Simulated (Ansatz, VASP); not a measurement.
# Two plane-wave programs on Ru

INCAR

```
PREC = Accurate
ENCUT = 560
EDIFF = 1E-6
ISMEAR = -1
SIGMA = 0.08
LREAL = False
LASPH = True
NELM = 120
ALGO = Normal
ISIF = 2
LWAVE = False
LCHARG = True
GGA = PE
LELF = True
LVHAR = True
NBANDS = 31
GGA_COMPAT = False
```

File KPOINTS:

```
regular mesh
0
Gamma
  9 9 13
```

File POSCAR:

```
Ru
1.0
    3.5938244186      0.0000000000      0.0000000000
   -1.7969122093      3.1123432432      0.0000000000
    0.0000000000      0.0000000000      2.1962265555
Ru
3
Direct
    0.0000000000      0.0000000000      0.0000000000
    0.3333333333      0.6666666667      0.5000000000
    0.6666666667      0.3333333333      0.5000000000
```

Input for Ansatz:

```yaml
crystal:
  lattice:
    - [3.5938244186, 0.0, 0.0]
    - [-1.7969122093, 3.1123432432, 0.0]
    - [0.0, 0.0, 2.1962265555]
  atoms:
    - { symbol: Ru, position: [0.0, 0.0, 0.0] }
    - { symbol: Ru, position: [0.3333333333, 0.6666666667, 0.5] }
    - { symbol: Ru, position: [0.6666666667, 0.3333333333, 0.5] }
kpoints:
  mp_grid: { grid: [9, 9, 13] }
scf:
  occupations: { method: fermi_dirac, width: 0.08 }
hamiltonian:
  xc: pbe
  pseudopotentials: { kind: paw }
output:
  forces: true
  stress: true
  eigenvalues: true
  populations: true
  write_density: true
  write_potential: true
  elf: true
  volumetric_format: npy
```

Change from the starting cell: volume scaled by 0.58, PAW files.

Alike in both runs: task single point; functional PBE; k mesh 9 × 9 × 13; occupations fermi-dirac, width 0.08 eV; no spin polarisation.

```csv
,VASP,Ansatz
version,VASP 6.6.1,Ansatz 0.2.0
potentials or method,"VASP PAW PBE potentials, release 64 (Ru_sv)","PAW with Ansatz's default frozen-core files, scalar-relativistic"
plane-wave cutoff (eV),560,420
valence electrons in the cell,48,48
```

```tsv
	VASP	Ansatz	Ansatz less VASP
pressure (GPa)	549.4	550.9	+1.52
traceless stress, the component that is largest in VASP (GPa)	0.30	0.00	-0.302
```

Both programs put the cell under a high pressure, so it lies far from rest at this level.

Noted on VASP's run: the cell as given lies far from equilibrium.
